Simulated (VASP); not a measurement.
Input of a VASP 6.6.1 run:

Contents of INCAR:

```
ALGO = Normal
EDIFF = 1E-6
EDIFFG = -0.01
ENCUT = 600
GGA = PE
IBRION = 2
ISIF = 3
ISMEAR = 0
LASPH = True
LCHARG = False
LREAL = False
LWAVE = False
NELM = 100
NSW = 80
PREC = Accurate
PSTRESS = 40.0
SIGMA = 0.01
```

The input KPOINTS:

```
k-points
0
Gamma
  6 6 6
```

The input POSCAR:

```
TiO2
1.0
   -1.8921000000      1.8921000000      4.7573000000
    1.8921000000     -1.8921000000      4.7573000000
    1.8921000000      1.8921000000     -4.7573000000
Ti O
2 4
Direct
    0.0000000000      0.0000000000      0.0000000000
    0.7500000000      0.2500000000      0.5000000000
    0.2081000000      0.2081000000      0.0000000000
    0.9581000000      0.4581000000      0.5000000000
    0.5419000000      0.0419000000      0.5000000000
    0.7919000000      0.7919000000      0.0000000000
```

Potentials or basis: VASP PAW PBE potentials, release 64 (Ti_sv, O).

Launch:

```bash
$ cat potpaw_PBE.64/Ti_sv/POTCAR potpaw_PBE.64/O/POTCAR > POTCAR
$ mpirun -np 1 vasp_std > vasp.out
```

Problem. Estimate the relaxed cell.

Solution. a = 5.477 Å, b = 5.477 Å, c = 5.477 Å, α = 139.53°, β = 139.53°, γ = 58.56°.

Problem. Estimate the space group after relaxing (to 0.1 Å).

Solution. I4_1/amd (No. 141).

Problem. Estimate the band gap on the k mesh.

Solution. 2.12 eV (least direct gap 2.44 eV).

Final structure:
```cif
data_structure
_symmetry_space_group_name_H-M 'P 1'
_symmetry_Int_Tables_number 1
_cell_length_a 5.4769
_cell_length_b 5.4769
_cell_length_c 5.4769
_cell_angle_alpha 139.534
_cell_angle_beta 139.534
_cell_angle_gamma 58.561
_cell_volume 68.56
loop_
_atom_site_label
_atom_site_type_symbol
_atom_site_fract_x
_atom_site_fract_y
_atom_site_fract_z
_atom_site_occupancy
Ti1 Ti 0.00000 0.00000 0.00000 1
Ti2 Ti 0.75000 0.25000 0.50000 1
O1 O 0.20844 0.20844 0.00000 1
O2 O 0.95844 0.45844 0.50000 1
O3 O 0.54156 0.04156 0.50000 1
O4 O 0.79156 0.79156 0.00000 1
```

Caveat: the cell is relaxed towards a set pressure, so the run minimises the enthalpy, not the energy. As with any semilocal functional, this PBE gap is likely too small.
